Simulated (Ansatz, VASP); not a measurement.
**TiC: VASP beside Ansatz**

Contents of INCAR:

```
ALGO = Normal ; EDIFF = 1E-7
EDIFFG = -0.002 ; ENCUT = 600
IBRION = 2 ; ISIF = 3
ISMEAR = 0 ; LASPH = T
LCHARG = F ; LREAL = F
LWAVE = F ; NELM = 80
NSW = 100 ; PREC = Accurate
SIGMA = 0.1
```

Contents of KPOINTS:

```
k-points
0
Gamma
  14 14 14
```

File POSCAR:

```
TiC
1.0
    0.0000000000      2.1301480065      2.1301480065
    2.1301480065      0.0000000000      2.1301480065
    2.1301480065      2.1301480065      0.0000000000
Ti C
1 1
Direct
    0.0000000000      0.0000000000      0.0000000000
    0.5000000000      0.5000000000      0.5000000000
```

Input for Ansatz:

```yaml
crystal:
  lattice:
    - [0.0, 2.1301480065, 2.1301480065]
    - [2.1301480065, 0.0, 2.1301480065]
    - [2.1301480065, 2.1301480065, 0.0]
  atoms:
    - { symbol: Ti, position: [0.0, 0.0, 0.0] }
    - { symbol: C, position: [0.5, 0.5, 0.5] }
basis:
  ecutwfc: 600.0
kpoints:
  mp_grid: { grid: [14, 14, 14] }
hamiltonian:
  xc: lda
  pseudopotentials: { kind: paw, azcp: { folder: soft_1 } }
scf:
  occupations: { method: gaussian, width: 0.1 }
output:
  forces: true
  stress: true
  eigenvalues: true
  write_density: true
  write_potential: true
  elf: true
  volumetric_format: npy
relax:
  adjacent_minimum: "off"
  f_tol: 0.002
  max_steps: 80
  cell: { stress_tol: 0.02 }
```

Alike in both runs: task relaxation of cell and atoms; functional LDA; k mesh 14 × 14 × 14; occupations gaussian, width 0.1 eV; no spin polarisation.

|  | VASP | Ansatz |
| --- | --- | --- |
| version | VASP 6.6.1 | Ansatz 0.2.0 |
| potentials or method | VASP PAW LDA potentials, release 64 (Ti_sv, C), cutoff 600 eV | scalar-relativistic, plane waves, PAW |
| valence electrons in the cell | 16 | 16 |

|  | VASP | Ansatz | Ansatz less VASP |
| --- | --- | --- | --- |
| gap on the k mesh at the Fermi level, each at its own relaxed structure (eV) | none | none | - |
| relaxed volume (Å³/atom) | 9.69 | 9.67 | -0.021 |
| relaxed cell length with the largest relative difference (Å) | 3.015 | 3.013 | -0.0022 |

Ansatz warns that its potentials were made for another functional, while VASP's fit it. LDA's correlation is that of Perdew and Zunger in VASP and of Perdew and Wang (1992) in Ansatz. A gap of «none» marks a metal or a gap that the smearing closes.
